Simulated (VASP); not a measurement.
The system is MoRu2.

```xyz
6
Lattice="2.7690 0.0000 0.0000 -1.3845 2.3980 0.0000 0.0000 0.0000 13.4727" Properties=species:S:1:pos:R:3 pbc="T T T"
Mo    1.3845    0.7993    3.3682
Mo    0.0000    1.5987   10.1046
Ru    1.3845    0.7993   12.3500
Ru    1.3845    0.7993    7.8591
Ru    0.0000    1.5987    1.1227
Ru    0.0000    1.5987    5.6136
```

| Quantity | Value |
| --- | --- |
| Program | VASP 6.6.1 |
| Task | relaxation of cell and atoms |
| Functional | PBE |
| Potentials or basis | VASP PAW PBE potentials, release 64 (Mo_sv, Ru_pv) |
| Cutoff | 600 eV |
| k mesh | 6 × 6 × 2 |
| Occupations | gaussian, width 0.1 eV |
| Spin | no spin polarisation |

At the start: pressure -8.3 GPa; volume 14.91 Å³/atom.

Task: Where does the relaxation end?

Result: Over 7 steps the energy falls by 15.6 meV/atom and the volume is 14.45 Å³/atom (-3.1 %); space group P6_3/mmc (No. 194, to 0.1 Å) before and after.

The path:
```csv
step,energy change (eV),largest force (eV/Å),pressure (GPa),volume (Å³)
1,0.0000,0.1466,-8.30,89.46
2,0.5015,0.0159,29.28,79.81
3,-0.0862,0.1445,0.28,86.67
4,-0.0863,0.1440,0.45,86.60
5,-0.0863,0.1436,0.64,86.54
6,-0.0934,0.0096,0.02,86.76
7,-0.0937,0.0344,0.12,86.72
```

Final structure:
```
CELL_PARAMETERS angstrom
2.75703 0.00000 0.00000
-1.37852 2.38766 0.00000
0.00000 0.00000 13.17411
ATOMIC_POSITIONS crystal
Mo 0.66667 0.33333 0.25000
Mo 0.33333 0.66667 0.75000
Ru 0.66667 0.33333 0.91719
Ru 0.66667 0.33333 0.58281
Ru 0.33333 0.66667 0.08281
Ru 0.33333 0.66667 0.41719
```

Caveat: the k points lie up to 0.44 Å⁻¹ apart in the final cell, too coarse for converged energies and pressures of a metal.
